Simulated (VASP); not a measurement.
# WS2: single point with PBE

Slab: WS2, a slab with vacuum.

```xyz
6
Lattice="3.1832 0.0000 0.0000 -1.5916 2.7567 0.0000 0.0000 0.0000 23.6688" Properties=species:S:1:pos:R:3 pbc="T T T"
W     0.0000    1.8378   15.0846
W     1.5916    0.9189    8.5842
S     0.0000    1.8378    7.0254
S     1.5916    0.9189   13.5253
S     0.0000    1.8378   10.1435
S     1.5916    0.9189   16.6434
```

```json
{"Program": "VASP 6.6.1", "Task": "single point", "Functional": "PBE", "Potentials or basis": "VASP PAW PBE potentials, release 64 (W_sv, S)", "Cutoff": "520 eV", "k mesh": "5 × 5 × 1", "Occupations": "fermi-dirac, width 0.05 eV", "Spin": "no spin polarisation", "Dipole correction": "no", "Further INCAR settings": "ALGO = Normal; EDIFF = 1e-07; NBANDS = 35"}
```

The largest force is 0.274 eV/Å. The band gap on the k mesh is 1.69 eV, indirect (least direct gap 2.58 eV).

Forces on the atoms (eV/Å):
```
W    0.000  0.000  0.009
W    0.000  0.000 -0.009
S    0.000  0.000 -0.274
S    0.000  0.000 -0.226
S    0.000  0.000  0.226
S    0.000  0.000  0.274
```

Levels at points of the mesh, in eV from the valence-band top:
```csv
k point,band 24,band 25,band 26,band 27,band 28,band 29
"(0.00, 0.00, 0.00)",-1.96,-0.48,0.00,2.58,2.58,2.58
```

It used 120 s of CPU time on 1 thread of AMD EPYC 7R13 Processor (Zen 3), on a shared host.

Caveat: the k points lie up to 0.46 Å⁻¹ apart; spin-orbit coupling is left out, which moves the levels of the heavy elements.
